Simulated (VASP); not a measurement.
Sb:

```
Sb
1.0
     2.17060    1.25320    3.87109
    -2.17060    1.25320    3.87109
     0.00000   -2.50640    3.87109
Sb
2
Direct
  0.23130 0.23130 0.23130
  0.76870 0.76870 0.76870
```

Base run:

| Item | Value |
| --- | --- |
| Program | VASP 6.6.1 |
| Functional | r2SCAN |
| Potentials or basis | VASP PAW PBE potentials, release 64 (Sb) |
| Cutoff | 520 eV |
| k mesh | 7 × 7 × 7 |
| Occupations | fermi-dirac, width 0.1 eV |
| Spin | no spin polarisation |

Its results: band gap on the k mesh 0.27 eV, indirect (least direct gap 0.72 eV); pressure 0.1 GPa; largest force 0.030 eV/Å.

Question: The run is repeated on the same cell with these changes: k mesh from 7 × 7 × 7 to 6 × 6 × 6. What comes out?

Answer: Band gap on the k mesh zero (band 5 reaches 6.75 eV, above the bottom of band 6 at 6.61 eV); pressure 0.1 GPa; largest force 0.037 eV/Å.

Caveats: the PAW data sets were made with another functional, which shifts forces and pressure a little; spin-orbit coupling is left out, which moves the levels of the heavy elements.

A k mesh can miss the band edges.
